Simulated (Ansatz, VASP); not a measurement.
## Li in VASP and in Ansatz

INCAR

```
SYSTEM = Li
PREC = Accurate
ENCUT = 520
EDIFF = 1E-6
ISMEAR = 0
SIGMA = 0.15
LREAL = .False.
LASPH = .True.
NELM = 100
ALGO = Fast
ISIF = 2
LWAVE = .False.
LCHARG = .False.
GGA = PS
NBANDS = 10
```

Contents of KPOINTS:

```
Automatic mesh
0
Gamma
  18 18 10
  0 0 0
```

File POSCAR:

```
Li
1.0
    3.1110021516      0.0000000000      0.0000000000
   -1.5555010758      2.6403227566      0.0000000000
    0.0000000000      0.0000000000      5.0930000000
Li
2
Direct
    0.3333333333      0.6666666667      0.2500000000
    0.6666666667      0.3333333333      0.7500000000
```

Input for Ansatz:

```yaml
crystal:
  lattice:
    - [3.1110021516, 0.0, 0.0]
    - [-1.5555010758, 2.6403227566, 0.0]
    - [0.0, 0.0, 5.093]
  atoms:
    - { symbol: Li, position: [0.3333333333, 0.6666666667, 0.25] }
    - { symbol: Li, position: [0.6666666667, 0.3333333333, 0.75] }
basis:
  ecutwfc: 420
kpoints:
  mp_grid: { grid: [18, 18, 10] }
hamiltonian:
  xc: pbesol
scf:
  occupations: { method: gaussian, width: 0.15 }
output:
  forces: true
  stress: true
  eigenvalues: true
```

Change from the starting cell: strain -0.0200 x Voigt [0, 1, 0, 0, 0, 0], atoms carried along.

Alike in both runs: task single point; functional PBEsol; k mesh 18 × 18 × 10; occupations gaussian, width 0.15 eV; no spin polarisation.

```csv
,VASP,Ansatz
version,VASP 6.6.1,Ansatz 0.2.0
potentials or method,"VASP PAW PBE potentials, release 64 (Li_sv), cutoff 520 eV","scalar-relativistic, plane waves, PAW"
valence electrons in the cell,6,6
```

|  | VASP | Ansatz | Ansatz less VASP |
| --- | --- | --- | --- |
| gap on the k mesh at the Fermi level (eV) | none | none | - |
| rms of the force components (eV/Å) | 0.005 | 0.005 | 0.0000 |

VASP's potentials were made for PBE, not for PBEsol. Atom by atom the forces differ by 0.000 eV/Å (rms over components). A gap of «none» marks a metal or a gap that the smearing closes.

Noted on VASP's run: the cutoff is short for stress, so the pressure is rough.
